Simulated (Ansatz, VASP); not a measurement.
**One calculation of Ba3O, two programs**

```
Ba O
1.0
     4.90205    0.00000    0.00000
     0.00000    4.90205    0.00000
     0.00000    0.00000    4.90205
Ba O
3 1
Direct
  0.00000 0.50000 0.50000
  0.50000 0.00000 0.50000
  0.50000 0.50000 0.00000
  0.00000 0.00000 0.00000
```

Alike in both runs: task relaxation of cell and atoms; functional PBE; k mesh 10 × 10 × 10; occupations gaussian, width 0.1 eV; no spin polarisation.

|  | VASP | Ansatz |
| --- | --- | --- |
| version | VASP 6.6.1 | Ansatz 0.2.0 |
| potentials or method | VASP PAW PBE potentials, release 64 (Ba_sv, O), cutoff 600 eV | scalar-relativistic, plane waves, PAW |
| valence electrons in the cell | 36 | 36 |

VASP gave:

* gap on the k mesh at the Fermi level, each at its own relaxed structure (eV): none
* relaxed volume (Å³/atom): 35.14
* relaxed cell length with the largest relative difference (Å): 5.199

Estimate Ansatz's values.

gap on the k mesh at the Fermi level, each at its own relaxed structure (eV): none; relaxed volume (Å³/atom): 33.09; relaxed cell length with the largest relative difference (Å): 5.096.

A gap of «none» marks a metal or a gap that the smearing closes.

Spin-orbit coupling is off throughout. Noted on VASP's run: the volume moved by over 15 % at a fixed basis, so the end points are rough; too few bands were computed for a metal, which touches its energy and stress.
